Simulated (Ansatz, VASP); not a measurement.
## Eu: VASP beside Ansatz

```
CELL_PARAMETERS angstrom
-2.19395 2.19395 2.19395
2.19395 -2.19395 2.19395
2.19395 2.19395 -2.19395
ATOMIC_POSITIONS crystal
Eu 0.00000 0.00000 0.00000
```

Alike in both runs: task single point; functional PBE; k mesh 10 × 10 × 10; occupations fermi-dirac, width 1 eV; collinear spin.

|  | VASP | Ansatz |
| --- | --- | --- |
| version | VASP 6.6.1 | Ansatz 0.2.0 |
| potentials or method | VASP PAW PBE potentials, release 64 (Eu), cutoff 520 eV | plane waves (420 eV) with PAW, scalar-relativistic |
| valence electrons in the cell | 17 | 17 |

|  | VASP | Ansatz | Ansatz less VASP |
| --- | --- | --- | --- |
| pressure (GPa) | 1.2 | 1.2 | +0.05 |
| net moment per atom (μB) | 5.15 | 5.09 | -0.061 |
| size of the moment on the site where the two differ most (μB) | 4.84 | 4.98 | +0.135 |

Site moments also hang on the region over which each program counts them. Ansatz's warnings: stability check not made.

Spin-orbit coupling is off throughout.
